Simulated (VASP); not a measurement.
A run of VASP 6.6.1 is set up as follows.

The input INCAR:

```
SYSTEM = Co3Si2
PREC = Accurate
ENCUT = 600
EDIFF = 1E-7
ISMEAR = 0
SIGMA = 0.1
LREAL = .False.
LASPH = .True.
NELM = 100
ALGO = Fast
ISIF = 3
LWAVE = .False.
LCHARG = .False.
GGA = PE
IBRION = 2
NSW = 100
EDIFFG = -0.01
```

Contents of KPOINTS:

```
Automatic mesh
0
Gamma
  12 12 8
  0 0 0
```

POSCAR

```
Co3Si2
1.0
    3.7666838455      0.0000000000      0.0000000000
   -1.8833419228      3.2620438983      0.0000000000
    0.0000000000      0.0000000000      4.7206751093
Co Si
3 2
Direct
    0.0000000000      0.0000000000      0.0000000000
    0.3333333333      0.6666666667      0.6702913388
    0.6666666667      0.3333333333      0.3297086612
    0.3333333333      0.6666666667      0.1878224798
    0.6666666667      0.3333333333      0.8121775202
```

Potentials or basis: VASP PAW PBE potentials, release 64 (Co, Si).

Command:

```console
$ cat potpaw_PBE.64/Co/POTCAR potpaw_PBE.64/Si/POTCAR > POTCAR
$ mpirun -np 1 vasp_std > vasp.out
```

**Question.** Estimate the band gap on the k mesh.

**Answer.** Zero (an odd number of electrons rules out a gap without spin polarisation).

Forces on the atoms (eV/Å):
```
Co   0.000  0.000  0.000
Co   0.000  0.000  0.008
Co   0.000  0.000 -0.008
Si   0.000  0.000 -0.001
Si   0.000  0.000  0.001
```

Caveat: the run has no spin polarisation, though such a crystal can be magnetic. Spin polarisation is off, so any magnetic state and its effect on volume and gap are missing.
